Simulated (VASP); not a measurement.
Set up this calculation in VASP 6.6.1, as the native input.

```
Task                   : single point
Functional             : PBE
Potentials or basis    : VASP PAW PBE potentials, release 64 (Sm_3, Ta_pv, Cl), 4f in core
Cutoff                 : 500 eV
k mesh                 : 6 × 6 × 6
Occupations            : gaussian, width 0.1 eV
Spin                   : no spin polarisation
Dipole correction      : no
Further INCAR settings : ALGO = Normal; EDIFF = 1e-06; NBANDS = 38
```

The structure of SmTa3Cl2 lies in POSCAR:

```
SmTa3Cl2
1.0
    4.8430751527      0.0000000000      0.0000000000
   -2.4215375763      4.1942261146      0.0000000000
    0.0000000000      0.0000000000      7.0793923439
Sm Ta Cl
1 3 2
Direct
    0.6666666667      0.3333333333      0.9313502809
    0.0000000000      0.0000000000      0.5812795617
    0.3333333333      0.6666666667      0.4640698219
    0.6666666667      0.3333333333      0.4892093469
    0.0000000000      0.0000000000      0.9297545216
    0.3333333333      0.6666666667      0.1043364670
```

The input as run:

INCAR

```
SYSTEM = SmTa3Cl2
  ALGO = Normal
  EDIFF = 1E-6
  ENCUT = 500
  GGA = PE
  GGA_COMPAT = .FALSE.
  ISIF = 2
  ISMEAR = 0
  LASPH = .TRUE.
  LCHARG = .FALSE.
  LMAXMIX = 6
  LREAL = .FALSE.
  LWAVE = .FALSE.
  NBANDS = 38
  NELM = 200
  PREC = Accurate
  SIGMA = 0.1
```

KPOINTS

```
k-points
0
G
  6 6 6
  0 0 0
```

Potentials or basis: VASP PAW PBE potentials, release 64 (Sm_3, Ta_pv, Cl), 4f in core.

The run is started by

```sh
$ cat potpaw_PBE.64/Sm_3/POTCAR potpaw_PBE.64/Ta_pv/POTCAR potpaw_PBE.64/Cl/POTCAR > POTCAR
$ mpirun -np 1 vasp_std > vasp.out
```

It gave:

```yaml
Pressure: -2.7 GPa
Largest_force: 0.016 eV/Å
Band_gap_on_the_k_mesh: zero (bands 29 and 30 overlap by 0.70 eV)
```

Caveat: spin-orbit coupling is left out, which moves the levels of the heavy elements; the 4f electrons are frozen in the core, so they carry no moment and show no levels; the run has no spin polarisation, though such a crystal can be magnetic.

Wall time 79 s on 1 thread of Intel(R) Xeon(R) Platinum 8559C (Emerald Rapids) (shared host), peak memory 0.34 GiB.
